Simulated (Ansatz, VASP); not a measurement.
TaZn2B3: VASP beside Ansatz

```
CELL_PARAMETERS angstrom
3.57331 0.00000 0.00000
0.00000 3.57331 0.00000
0.00000 0.00000 7.65412
ATOMIC_POSITIONS crystal
Ta 0.00000 0.00000 0.50000
Zn 0.50000 0.50000 0.50000
Zn 0.50000 0.50000 0.00000
B 0.00000 0.00000 0.79376
B 0.00000 0.00000 0.20624
B 0.00000 0.00000 0.00000
```

Alike in both runs: functional PBE; k mesh 10 × 10 × 6; occupations gaussian, width 0.1 eV; no spin polarisation.

Ansatz relaxed the structure, and its values are those at the end. VASP's run is a single point on that final structure, the one shown.

|  | VASP | Ansatz |
| --- | --- | --- |
| version | VASP 6.6.1 | Ansatz 0.2.0 |
| potentials or method | VASP PAW PBE potentials, release 64 (Ta_pv, Zn, B), cutoff 520 eV | scalar-relativistic, plane waves, PAW |
| valence electrons in the cell | 44 | 46 |

|  | VASP | Ansatz | Ansatz less VASP |
| --- | --- | --- | --- |
| gap on the k mesh at the Fermi level (eV) | none | none | - |
| pressure (GPa) | 0.1 | 0.0 | -0.10 |

A gap of «none» marks a metal or a gap that the smearing closes. VASP's potentials hold 44 valence electrons a cell and Ansatz's 46, so a difference there can come from the potentials and not from the codes.

Spin-orbit coupling is off throughout.
